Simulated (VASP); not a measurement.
Si:

```
Si
1.0
     0.00000    2.73549    2.73549
     2.73549    0.00000    2.73549
     2.73549    2.73549    0.00000
Si
2
Direct
  0.50000 0.50000 0.50000
  0.75000 0.75000 0.75000
```

Base run:

* Program: VASP 6.6.1
* Functional: HSE06
* Potentials or basis: VASP PAW PBE potentials, release 64 (Si)
* Cutoff: 520 eV
* k mesh: 5 × 5 × 5
* Occupations: fermi-dirac, width 0.1 eV
* Spin: no spin polarisation

Its results: band gap on the k mesh 1.20 eV, indirect (least direct gap 3.32 eV); pressure -1.8 GPa.

Question: The run is repeated on the same cell with these changes: functional from HSE06 to PBE; further incar settings from ALGO = Normal; EDIFF = 1e-07; NBANDS = 11 to ALGO = Normal; EDIFF = 1e-06; NBANDS = 11. What comes out?

Answer: Band gap on the k mesh 0.61 eV, indirect (least direct gap 2.55 eV); pressure 0.1 GPa.

Caveats: the PAW data sets were made with another functional, which shifts forces and pressure a little (some runs).

A k mesh can miss the band edges.
